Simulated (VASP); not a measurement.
Input of a VASP 6.6.1 run:

INCAR

```
SYSTEM = Pb
  PREC = Accurate
  ENCUT = 500
  EDIFF = 1E-6
  ISMEAR = -1
  SIGMA = 0.05
  LREAL = .FALSE.
  LASPH = .TRUE.
  NELM = 120
  ALGO = Normal
  ISIF = 2
  LWAVE = .FALSE.
  LCHARG = .FALSE.
  GGA = RP
  IVDW = 13
  NBANDS = 13
  GGA_COMPAT = .FALSE.
```

Contents of KPOINTS:

```
Automatic mesh
0
G
  9 9 9
  0 0 0
```

The input POSCAR:

```
Pb
1.0
    0.0000000000      2.4807065450      2.4807065450
    2.4807065450      0.0000000000      2.4807065450
    2.4807065450      2.4807065450      0.0000000000
Pb
1
Direct
    0.0000000000      0.0000000000      0.0000000000
```

Potentials or basis: VASP PAW PBE potentials, release 64 (Pb_d).

Run with:

```console
$ cat potpaw_PBE.64/Pb_d/POTCAR > POTCAR
$ mpirun -np 1 vasp_std > vasp.out
```

Problem. Predict the dispersion energy per atom.

Solution. -0.725 eV.

Problem. Estimate the pressure.

Solution. -0.1 GPa.

Caveat: the PAW data sets were made with another functional, which shifts forces and pressure a little; pairwise dispersion overbinds metals, which lowers pressure and volume.
